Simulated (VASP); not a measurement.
# SrCl2 (Fm-3m) in VASP: further runs

The runs below take SrCl2 through single point, relaxation of cell and atoms, with PBE.

All numbers are computed with VASP 6.6.1; they aren't measurements. Logs are shortened: lines on timing, memory, paths and dates and some standing lists are left out, and cuts for length are marked.

### Step 1. The cell of the first run

Symmetry: Fm-3m, No. 225, cubic system. Conventional cell: a = 7.038 Å, b = 7.038 Å, c = 7.038 Å, α = 90.00°, β = 90.00°, γ = 90.00°. Within 4.0 Å of Sr (site symmetry m-3m) lie 8 Cl at 3.05 Å. Within 4.0 Å of Cl (site symmetry -43m) lie 4 Sr at 3.05 Å and 6 Cl at 3.52 Å.

### Step 2. Single point, PBE

INCAR reads:

```
SYSTEM = SrCl2
  PREC = Accurate
  ENCUT = 520
  EDIFF = 1E-6
  ISMEAR = 0
  SIGMA = 0.02
  LREAL = .False.
  LASPH = .True.
  NELM = 100
  ALGO = Normal
  ISIF = 2
  LWAVE = .False.
  LCHARG = .False.
  GGA = PE
  NBANDS = 19
```

KPOINTS reads:

```
Automatic mesh
0
Gamma
  6 6 6
  0 0 0
```

POSCAR reads:

```
SrCl2
1.0
    0.0000000000      3.5192262993      3.5192262993
    3.5192262993      0.0000000000      3.5192262993
    3.5192262993      3.5192262993      0.0000000000
Sr Cl
1 2
Direct
    0.0000000000      0.0000000000      0.0000000000
    0.2500000000      0.2500000000      0.2500000000
    0.7500000000      0.7500000000      0.7500000000
```

Potentials or basis: VASP PAW PBE potentials, release 64 (Sr_sv, Cl).

On the command line:

```
> cat potpaw_PBE.64/Sr_sv/POTCAR potpaw_PBE.64/Cl/POTCAR > POTCAR
> mpirun -np 1 vasp_std > vasp.out
```

OUTCAR:

```text
SYSTEM = SrCl2
   PREC = Accurate
   ENCUT = 520
   EDIFF = 1E-6
   ISMEAR = 0
   LREAL = .False.
   LASPH = .True.
   NELM = 100
   ISIF = 2
   GGA = PE

 ion  position               nearest neighbor table
   1  0.000  0.000  0.000-   2 3.05   3 3.05   3 3.05   3 3.05   3 3.05   2 3.05   2 3.05   2 3.05

   2  0.250  0.250  0.250-   1 3.05   1 3.05   1 3.05   1 3.05
   3  0.750  0.750  0.750-   1 3.05   1 3.05   1 3.05   1 3.05

  LATTYP: Found a face centered cubic cell.
 ALAT       =     7.0384525986

  Lattice vectors:

 A1 = (   0.0000000000,   3.5192262993,   3.5192262993)
 A2 = (   3.5192262993,   0.0000000000,   3.5192262993)
 A3 = (   3.5192262993,   3.5192262993,   0.0000000000)

Analysis of symmetry for initial positions (statically):
=====================================================================
 Subroutine PRICEL returns:
 Original cell was already a primitive cell.

 Routine SETGRP: Setting up the symmetry group for a
 face centered cubic supercell.

 Subroutine GETGRP returns: Found 48 space group operations
 (whereof 48 operations were pure point group operations)
 out of a pool of 48 trial point group operations.

The static configuration has the point symmetry O_h .

Analysis of symmetry for dynamics (positions and initial velocities):
=====================================================================
 Subroutine PRICEL returns:
 Original cell was already a primitive cell.

 Routine SETGRP: Setting up the symmetry group for a
 face centered cubic supercell.

 Subroutine GETGRP returns: Found 48 space group operations
 (whereof 48 operations were pure point group operations)
 out of a pool of 48 trial point group operations.

The dynamic configuration has the point symmetry O_h .

 Subroutine INISYM returns: Found 48 space group operations
 (whereof 48 operations are pure point group operations),
 and found     1 'primitive' translations

----------------------------------------------------------------------------------------

                                     Primitive cell

  volume of cell :      87.1709

  direct lattice vectors                    reciprocal lattice vectors
     0.000000000  3.519226299  3.519226299    -0.142076683  0.142076683  0.142076683
     3.519226299  0.000000000  3.519226299     0.142076683 -0.142076683  0.142076683
     3.519226299  3.519226299  0.000000000     0.142076683  0.142076683 -0.142076683

  length of vectors
     4.976937562  4.976937562  4.976937562     0.246084034  0.246084034  0.246084034

  position of ions in fractional coordinates (direct lattice)
[... 72 lines left out ...]
   EDIFF  = 0.1E-05   stopping-criterion for ELM
   LREAL  =      F    real-space projection
   EDIFFG = 0.1E-04   stopping-criterion for IOM
   NSW    =      0    number of steps for IOM
   IBRION =     -1    ionic relax: 0-MD 1-quasi-New 2-CG
   NFREE  =      0    steps in history (QN), initial steepest desc. (CG)
   ISIF   =      2    stress and relaxation
   ISYM   =      2    0-nonsym 1-usesym 2-fastsym
   POTIM  = 0.5000    time-step for ionic-motion
   TEBEG  =    0.0;   TEEND  =   0.0 temperature during run
   PSTRESS=    0.0 pullay stress
   NELECT =      24.0000    total number of electrons
   NUPDOWN=      -1.0000    fix difference up-down
   EMIN   =  10.00;   EMAX   =-10.00  energy-range for DOS
   EFERMI =   0.00;   METHOD = LEGACY
   ISMEAR =     0;   SIGMA  =   0.02  broadening in eV -4-tet -1-fermi 0-gaus
   EFERMI_NEDOS =   21; number of points for ismear=-14 and -15
   IALGO  =     38    algorithm
   IMIX   =      4    mixing-type and parameters
     AMIX     =   0.40;   BMIX     =  1.00
     AMIX_MAG =   1.60;   BMIX_MAG =  1.00
  volume/ion in A,a.u.               =      29.06       196.09
  Fermi-wavevector in a.u.,A,eV,Ry     =   1.065013  2.012582 15.432431  1.134252
  Thomas-Fermi vector in A             =   2.200550
   LORBIT       =      0    0 simple, 1 ext, 2 COOP (PROOUT), +10 PAW based schemes
   GGA     = PE    functional components
   LHFCALC =     F    Hartree Fock is set to
   AEXX    =    0.0000 exact exchange contribution
   IVDW    =     0    specifies the selected vdW correction
   LEPSILON=     F    determine dielectric tensor
   LRPA    =     F    only Hartree local field effects (RPA)
 non-spin polarized calculation
 Gauss-broadening in eV      SIGMA  =   0.02
  energy-cutoff  :      520.00
  volume of cell :       87.17
 maximum number of plane-waves:      2397
 NGX is ok and might be reduce to    40
   NGX = 19   NGY = 19   NGZ = 19

 number of electron      23.9999999 magnetization

 Free energy of the ion-electron system (eV)
  ---------------------------------------------------
  ext. energy  EPLUGINS =         0.00000000
  ---------------------------------------------------
  free energy    TOTEN  =       -12.79133316 eV

  energy without entropy =      -12.79133316  energy(sigma->0) =      -12.79133316

 E-fermi :   0.0884     XC(G=0):  -8.1697

 val. band max:       -0.0180220215   @ k =   0.5000   0.5000   0.0000
 cond. band min:       5.2182508684   @ k =   0.0000   0.0000   0.0000
 fundamental gap:      5.2362728899
 Fermi energy:         0.0884480395

 k-point     1 :       0.0000    0.0000    0.0000
  band No.  band energies     occupation
      1     -32.9935      2.00000
      2     -14.9738      2.00000
      3     -14.9738      2.00000
      4     -14.9738      2.00000
      5     -13.2427      2.00000
      6     -12.4454      2.00000
[... 329 lines left out ...]
      6     -12.6034      2.00000
[... 11 lines left out ...]
     18       9.3490      0.00000
     19       9.8406      0.00000

------------------------ aborting loop because EDIFF is reached ----------------------------------------

  FORCE on cell =-STRESS in cart. coord.  units (eV):
  Direction    XX          YY          ZZ          XY          YZ          ZX
  --------------------------------------------------------------------------------------
  -------------------------------------------------------------------------------------
  Total        0.0617265      0.0617265      0.0617265      0.0000000      0.0000000      0.0000000
  in kB        1.1345165      1.1345165      1.1345165      0.0000000      0.0000000      0.0000000
  external PRESSURE =       1.1345165 kB  Pullay stress =       0.0000000 kB

 VOLUME and BASIS-vectors are now :
 -----------------------------------------------------------------------------
  energy-cutoff  :      520.00
  volume of cell :       87.17
      direct lattice vectors                 reciprocal lattice vectors
     0.000000000  3.519226299  3.519226299    -0.142076683  0.142076683  0.142076683
     3.519226299  0.000000000  3.519226299     0.142076683 -0.142076683  0.142076683
     3.519226299  3.519226299  0.000000000     0.142076683  0.142076683 -0.142076683

 POSITION                                       TOTAL-FORCE (eV/Angst)
 -----------------------------------------------------------------------------------
      0.00000      0.00000      0.00000         0.000000     -0.000000      0.000000
      1.75961      1.75961      1.75961        -0.000000     -0.000000     -0.000000
      5.27884      5.27884      5.27884         0.000000      0.000000      0.000000
 -----------------------------------------------------------------------------------
    total drift:                               -0.000000     -0.000000      0.000000

  FREE ENERGIE OF THE ION-ELECTRON SYSTEM (eV)
  ---------------------------------------------------
  free  energy   TOTEN  =       -12.7913331619 eV

  energy  without entropy=      -12.7913331619  energy(sigma->0) =      -12.79133316
```

stdout:

```text
POSCAR found type information on POSCAR SrCl
 POSCAR found :  2 types and       3 ions
 scaLAPACK will be used
 LDA part: xc-table for (Slater+PW92), standard interpolation
 POSCAR, INCAR and KPOINTS ok, starting setup
 FFT: planning ... GRIDC
 FFT: planning ... GRID_SOFT
 FFT: planning ... GRID
 WAVECAR not read
 entering main loop
```

It took 27 s on 1 thread of Intel Xeon Platinum 8559C (Emerald Rapids), shared host; peak memory 0.23 GiB.

What came out:

| Property | Result |
| --- | --- |
| Free energy | -12.7913 eV |
| Pressure | 0.1 GPa |
| Band gap on the k mesh | 5.24 eV, indirect (least direct gap 5.52 eV) |

Levels at points of the mesh, in eV from the valence-band top:
```
           k point  band 8  band 9  band 10  band 11  band 12  band 13  band 14  band 15  band 16  band 17
(0.00, 0.00, 0.00)   -2.04   -2.04    -0.33    -0.33    -0.33     5.24     6.10     6.10     8.99     8.99
(0.50, 0.00, 0.00)   -1.49   -1.45    -1.27    -1.01    -1.01     6.69     6.69     7.41     7.83     8.50
(0.50, 0.50, 0.00)   -1.82   -1.82    -0.38    -0.38     0.00     5.52     6.97     7.53     7.92     7.92
```

A k mesh can miss the band edges. As with any semilocal functional, this PBE gap is likely too small.

### Step 3. Single point, PBE

INCAR reads:

```
PREC = Accurate
ENCUT = 520
EDIFF = 1E-7
ISMEAR = 0
SIGMA = 0.05
LREAL = False
LASPH = True
NELM = 100
ALGO = Normal
ISIF = 2
LWAVE = False
LCHARG = False
GGA = PE
NBANDS = 19
```

KPOINTS reads:

```
Automatic mesh
0
Gamma
  6 6 6
```

POSCAR is that of step 2.

Potentials or basis: VASP PAW PBE potentials, release 64 (Sr_sv, Cl).

On the command line:

```
> cat potpaw_PBE.64/Sr_sv/POTCAR potpaw_PBE.64/Cl/POTCAR > POTCAR
> mpirun -np 1 vasp_std > vasp.out
```

OUTCAR:

```text
PREC = Accurate
   ENCUT = 520
   EDIFF = 1E-7
   ISMEAR = 0
   LREAL = False
   LASPH = True
   NELM = 100
   ISIF = 2
   GGA = PE

 ion  position               nearest neighbor table
   1  0.000  0.000  0.000-   2 3.05   3 3.05   3 3.05   3 3.05   3 3.05   2 3.05   2 3.05   2 3.05

   2  0.250  0.250  0.250-   1 3.05   1 3.05   1 3.05   1 3.05
   3  0.750  0.750  0.750-   1 3.05   1 3.05   1 3.05   1 3.05

  LATTYP: Found a face centered cubic cell.
 ALAT       =     7.0384525986

  Lattice vectors:

 A1 = (   0.0000000000,   3.5192262993,   3.5192262993)
 A2 = (   3.5192262993,   0.0000000000,   3.5192262993)
 A3 = (   3.5192262993,   3.5192262993,   0.0000000000)

Analysis of symmetry for initial positions (statically):
=====================================================================
 Subroutine PRICEL returns:
 Original cell was already a primitive cell.

 Routine SETGRP: Setting up the symmetry group for a
 face centered cubic supercell.

 Subroutine GETGRP returns: Found 48 space group operations
 (whereof 48 operations were pure point group operations)
[... 155 lines left out ...]

  energy without entropy =      -12.79133315  energy(sigma->0) =      -12.79133315

 E-fermi :   0.2265     XC(G=0):  -8.1697

 val. band max:       -0.0180404400   @ k =   0.5000   0.5000   0.0000
 cond. band min:       5.2182466131   @ k =   0.0000   0.0000   0.0000
 fundamental gap:      5.2362870531
 Fermi energy:         0.2265428133

 k-point     1 :       0.0000    0.0000    0.0000
  band No.  band energies     occupation
      1     -32.9935      2.00000
      2     -14.9738      2.00000
      3     -14.9738      2.00000
      4     -14.9738      2.00000
      5     -13.2428      2.00000
      6     -12.4455      2.00000
[... 329 lines left out ...]
      6     -12.6034      2.00000
[... 11 lines left out ...]
     18       9.3490      0.00000
     19       9.8406      0.00000

------------------------ aborting loop because EDIFF is reached ----------------------------------------

  FORCE on cell =-STRESS in cart. coord.  units (eV):
  Direction    XX          YY          ZZ          XY          YZ          ZX
  --------------------------------------------------------------------------------------
  -------------------------------------------------------------------------------------
  Total        0.0622534      0.0622534      0.0622534      0.0000000      0.0000000      0.0000000
  in kB        1.1441999      1.1441999      1.1441999      0.0000000      0.0000000      0.0000000
  external PRESSURE =       1.1441999 kB  Pullay stress =       0.0000000 kB

 VOLUME and BASIS-vectors are now :
 -----------------------------------------------------------------------------
  energy-cutoff  :      520.00
  volume of cell :       87.17
      direct lattice vectors                 reciprocal lattice vectors
     0.000000000  3.519226299  3.519226299    -0.142076683  0.142076683  0.142076683
     3.519226299  0.000000000  3.519226299     0.142076683 -0.142076683  0.142076683
     3.519226299  3.519226299  0.000000000     0.142076683  0.142076683 -0.142076683

 POSITION                                       TOTAL-FORCE (eV/Angst)
 -----------------------------------------------------------------------------------
      0.00000      0.00000      0.00000         0.000000     -0.000000     -0.000000
      1.75961      1.75961      1.75961         0.000000     -0.000000     -0.000000
      5.27884      5.27884      5.27884        -0.000000      0.000000      0.000000
 -----------------------------------------------------------------------------------
    total drift:                               -0.000000     -0.000000      0.000000

  FREE ENERGIE OF THE ION-ELECTRON SYSTEM (eV)
  ---------------------------------------------------
  free  energy   TOTEN  =       -12.7913331479 eV

  energy  without entropy=      -12.7913331479  energy(sigma->0) =      -12.79133315
```

stdout:

```text
POSCAR found type information on POSCAR SrCl
 POSCAR found :  2 types and       3 ions
 scaLAPACK will be used
 LDA part: xc-table for (Slater+PW92), standard interpolation
 POSCAR, INCAR and KPOINTS ok, starting setup
 FFT: planning ... GRIDC
 FFT: planning ... GRID_SOFT
 FFT: planning ... GRID
 WAVECAR not read
 entering main loop
```

Run time: 22 s. Hardware: 1 thread of Intel Xeon Platinum 8559C (Emerald Rapids), shared host; peak memory 0.24 GiB.

Results:

```yaml
Free_energy: -12.7913 eV
Pressure: 0.1 GPa
Band_gap_on_the_k_mesh: 5.24 eV, indirect (least direct gap 5.52 eV)
```

Levels at points of the mesh, in eV from the valence-band top:
| k point | band 10 | band 11 | band 12 | band 13 | band 14 | band 15 |
| --- | --- | --- | --- | --- | --- | --- |
| (0.00, 0.00, 0.00) | -0.33 | -0.33 | -0.33 | 5.24 | 6.10 | 6.10 |
| (0.50, 0.00, 0.00) | -1.27 | -1.01 | -1.01 | 6.69 | 6.69 | 7.41 |
| (0.50, 0.50, 0.00) | -0.38 | -0.38 | 0.00 | 5.52 | 6.97 | 7.53 |

### Step 4. Single point, PBE

INCAR reads:

```
SYSTEM = SrCl2
PREC     = Accurate       ! precision mode
ENCUT    = 520            ! plane-wave cutoff, eV
EDIFF    = 1E-6           ! SCF threshold, eV
ISMEAR   = 0              ! smearing method
SIGMA    = 0.05           ! smearing width, eV
LREAL    = .False.        ! projectors in reciprocal space
LASPH    = .True.         ! aspherical terms in the spheres
NELM     = 100            ! most SCF steps
ALGO     = Normal         ! electronic algorithm
ISIF     = 2              ! what is computed and relaxed
LWAVE    = .False.        ! write WAVECAR
LCHARG   = .False.        ! write CHGCAR
GGA      = PE             ! functional
NBANDS   = 19             ! bands
```

KPOINTS reads:

```
Automatic mesh
0
Gamma
  6 6 6
  0 0 0
```

POSCAR is that of step 3.

On the command line:

```
> cat potpaw_PBE.64/Sr_sv/POTCAR potpaw_PBE.64/Cl/POTCAR > POTCAR
> mpirun -np 1 vasp_std > vasp.out
```

Run time: 24 s. Hardware: 1 thread of Intel Xeon Platinum 8559C (Emerald Rapids), shared host; peak memory 0.23 GiB.

The run converged. Its results:

```
Free energy            : -12.7913 eV
Pressure               : 0.1 GPa
Band gap on the k mesh : 5.24 eV, indirect (least direct gap 5.52 eV)
```

Levels at points of the mesh, in eV from the valence-band top:
```
           k point  band 10  band 11  band 12  band 13  band 14  band 15
(0.00, 0.00, 0.00)    -0.33    -0.33    -0.33     5.24     6.10     6.10
(0.50, 0.00, 0.00)    -1.27    -1.01    -1.01     6.69     6.69     7.41
(0.50, 0.50, 0.00)    -0.38    -0.38     0.00     5.52     6.97     7.53
```

A k mesh can miss the band edges. Expect the measured gap to be larger: semilocal functionals such as PBE lack the derivative discontinuity.

### Step 5. Relaxation of cell and atoms, PBE

This run uses another cell than the first one, of 28.23 Å³/atom, 0.972 times its volume.

INCAR reads:

```
ALGO = Normal
EDIFF = 1E-6
EDIFFG = -0.005
ENCUT = 600
GGA = PE
IBRION = 2
ISIF = 3
ISMEAR = 0
LASPH = True
LCHARG = False
LREAL = False
LWAVE = False
NELM = 80
NSW = 100
PREC = Accurate
SIGMA = 0.02
```

KPOINTS reads:

```
k-points
0
Gamma
  6 6 6
```

POSCAR reads:

```
SrCl2
1.0
    0.0000000000      3.4855000000      3.4855000000
    3.4855000000      0.0000000000      3.4855000000
    3.4855000000      3.4855000000      0.0000000000
Sr Cl
1 2
Direct
    0.0000000000      0.0000000000      0.0000000000
    0.2500000000      0.2500000000      0.2500000000
    0.7500000000      0.7500000000      0.7500000000
```

On the command line:

```
> cat potpaw_PBE.64/Sr_sv/POTCAR potpaw_PBE.64/Cl/POTCAR > POTCAR
> mpirun -np 1 vasp_std > vasp.out
```

It took 51 s on 1 thread of Intel Xeon Platinum 8559C (Emerald Rapids), shared host; peak memory 0.24 GiB.

The run converged. Its results:

```
Free energy                            : -12.7916 eV
Relaxed volume                         : 29.18 Å³/atom
Relaxed cell                           : a = 4.984 Å, b = 4.984 Å, c = 4.984 Å, α = 60.00°, β = 60.00°, γ = 60.00°
Space group after relaxing (to 0.05 Å) : Fm-3m (No. 225)
Energy gained by relaxing              : 3.5 meV/atom
Ionic steps                            : 3
Pressure after relaxing                : 0.0 GPa
Band gap on the k mesh                 : 5.22 eV, indirect (least direct gap 5.52 eV)
```

Step by step:
```csv
step,energy change (eV),largest force (eV/Å),pressure (GPa),volume (Å³)
1,0.0000,0.0000,1.21,84.69
2,-0.0105,0.0000,0.09,87.32
3,-0.0105,0.0000,0.00,87.55
```

Final structure:
```
Sr Cl
1.0
     0.00000    3.52436    3.52436
     3.52436    0.00000    3.52436
     3.52436    3.52436    0.00000
Sr Cl
1 2
Direct
  0.00000 0.00000 0.00000
  0.25000 0.25000 0.25000
  0.75000 0.75000 0.75000
```

Levels at points of the mesh, in eV from the valence-band top:
```
           k point  band 8  band 9  band 10  band 11  band 12  band 13  band 14  band 15  band 16
(0.00, 0.00, 0.00)   -2.02   -2.02    -0.33    -0.33    -0.33     5.22     6.10     6.10     8.98
(0.50, 0.00, 0.00)   -1.48   -1.44    -1.26    -1.01    -1.01     6.68     6.68     7.40     7.82
(0.50, 0.50, 0.00)   -1.81   -1.81    -0.38    -0.38     0.00     5.52     6.95     7.52     7.91
```

A k mesh can miss the band edges. Zero-point motion and thermal expansion aren't in these numbers.

### Step 6. Overview

| task | cell | cutoff (eV) | smearing | gap on the mesh (eV) | pressure (GPa) |
| --- | --- | --- | --- | --- | --- |
| single point | a = 4.977 Å, angles 60.0°, 3 atoms | 520 | gaussian 0.02 eV | 5.24 | 0.1 |
| single point | a = 4.977 Å, angles 60.0°, 3 atoms | 520 | gaussian 0.05 eV | 5.24 | 0.1 |
| relaxation of cell and atoms | relaxed from a = 4.929 Å, angles 60.0°, 3 atoms | 600 | gaussian 0.02 eV | 5.22 | 0.0 |

Alike in all rows: level PBE; potentials or basis VASP PAW PBE potentials, release 64 (Sr_sv, Cl); no spin polarisation; k mesh 6 × 6 × 6.

Absolute energies hang on the potentials; compare differences alone.
